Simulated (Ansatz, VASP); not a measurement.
**Two plane-wave programs on AlNi**

File INCAR:

```
PREC = Accurate ; ENCUT = 520
EDIFF = 1E-6 ; ISMEAR = -1
SIGMA = 0.05 ; LREAL = False
LASPH = True ; NELM = 150
ALGO = Normal ; ISIF = 2
LWAVE = False ; LCHARG = True
ISPIN = 2 ; MAGMOM = 1 0
LORBIT = 11 ; LMAXMIX = 4
LELF = True ; LVHAR = True
NBANDS = 18
```

Contents of KPOINTS:

```
regular mesh
0
Gamma
  11 11 7
```

The input POSCAR:

```
AlNi
1.0
    2.2537151482     -1.3662091541      0.0000000000
    2.2537151482      1.3662091541      0.0000000000
   -1.3287605568      0.0000000000      3.8016149950
Ni Al
1 1
Direct
    0.5000000000      0.5000000000      0.5000000000
    0.0000000000      0.0000000000      0.0000000000
```

File input.yaml:

```yaml
crystal:
  lattice:
    - [2.2537151482, -1.3662091541, 0.0]
    - [2.2537151482, 1.3662091541, 0.0]
    - [-1.3287605568, 0.0, 3.801614995]
  atoms:
    - { symbol: Ni, position: [0.5, 0.5, 0.5], spin: 1.0 }
    - { symbol: Al, position: [0.0, 0.0, 0.0] }
hamiltonian:
  xc: lda
  pseudopotentials: { kind: paw }
magnetization:
  spin_polarized: true
kpoints:
  mp_grid: { grid: [11, 11, 7] }
scf:
  occupations: { method: fermi_dirac, width: 0.05 }
output:
  forces: true
  stress: true
  eigenvalues: true
```

Alike in both runs: task single point; functional LDA; k mesh 11 × 11 × 7; occupations fermi-dirac, width 0.05 eV; collinear spin.

|  | VASP | Ansatz |
| --- | --- | --- |
| version | VASP 6.6.1 | Ansatz 0.2.0 |
| potentials or method | VASP PAW LDA potentials, release 64 (Ni, Al) | Ansatz PAW |
| plane-wave cutoff (eV) | 520 | 420 |
| valence electrons in the cell | 13 | 21 |

|  | VASP | Ansatz | Ansatz less VASP |
| --- | --- | --- | --- |
| gap on the k mesh at the Fermi level (eV) | none | none | - |
| pressure (GPa) | 2.1 | 1.6 | -0.53 |
| traceless stress, the component that is largest in VASP (GPa) | 1.20 | 1.20 | +0.002 |
| net moment per atom (μB) | 0.00 | 0.00 | 0.000 |

LDA's correlation is that of Perdew and Zunger in VASP and of Perdew and Wang (1992) in Ansatz. A gap of «none» marks a metal or a gap that the smearing closes. VASP's potentials hold 13 valence electrons a cell and Ansatz's 21, so a difference there can come from the potentials and not from the codes.
